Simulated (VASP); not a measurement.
ZnSe, 2 atoms in the cell. Symmetry: F-43m, No. 216, cubic system. The conventional cell has a = 5.815 Å, b = 5.815 Å, c = 5.815 Å, α = 90.00°, β = 90.00°, γ = 90.00°. Zn (site symmetry -43m) has 4 Se at 2.52 Å within 3.3 Å. Se (site symmetry -43m) has 4 Zn at 2.52 Å within 3.3 Å. 

| Item | Value |
| --- | --- |
| Program | VASP 6.6.1 |
| Task | single point |
| Functional | PBE |
| Potentials or basis | VASP PAW PBE potentials, release 64 (Zn, Se) |
| Cutoff | 500 eV |
| k mesh | 6 × 6 × 6 |
| Occupations | gaussian, width 0.01 eV |
| Spin | no spin polarisation |
| Dipole correction | no |
| Further INCAR settings | ALGO = Normal; EDIFF = 1e-06; NBANDS = 16 |

Potentials or basis: VASP PAW PBE potentials, release 64 (Zn, Se).

Run with:

```sh
$ cat potpaw_PBE.64/Zn/POTCAR potpaw_PBE.64/Se/POTCAR > POTCAR
$ mpirun -np 1 vasp_std > vasp.out
```

Hardware: 1 thread of AMD EPYC 9R45 96-Core Processor (Zen 5) (shared host).

Q: Estimate the wall time of this run.

A: It took 9.2 s on 1 thread of AMD EPYC 9R45 96-Core Processor (Zen 5) (shared host), peak memory 0.14 GiB. Counts: scf iterations 13, k points 16.
